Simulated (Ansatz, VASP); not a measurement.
Two plane-wave programs on Sn

```
Sn
1.0
    -1.89465    1.89465    1.89465
     1.89465   -1.89465    1.89465
     1.89465    1.89465   -1.89465
Sn
1
Direct
  0.00000 0.00000 0.00000
```

Alike in both runs: task single point; functional PBEsol; k mesh 10 × 10 × 10; occupations fermi-dirac, width 0.05 eV; no spin polarisation.

```csv
,VASP,Ansatz
version,VASP 6.6.1,Ansatz 0.2.0
potentials or method,"VASP PAW PBE potentials, release 64 (Sn_d)","plane waves, PAW"
plane-wave cutoff (eV),520,420
valence electrons in the cell,14,14
```

|  | VASP | Ansatz | Ansatz less VASP |
| --- | --- | --- | --- |
| gap on the k mesh at the Fermi level (eV) | none | none | - |
| pressure (GPa) | -2.2 | -2.2 | +0.04 |

VASP's potentials were made for PBE, not for PBEsol. A gap of «none» marks a metal or a gap that the smearing closes.
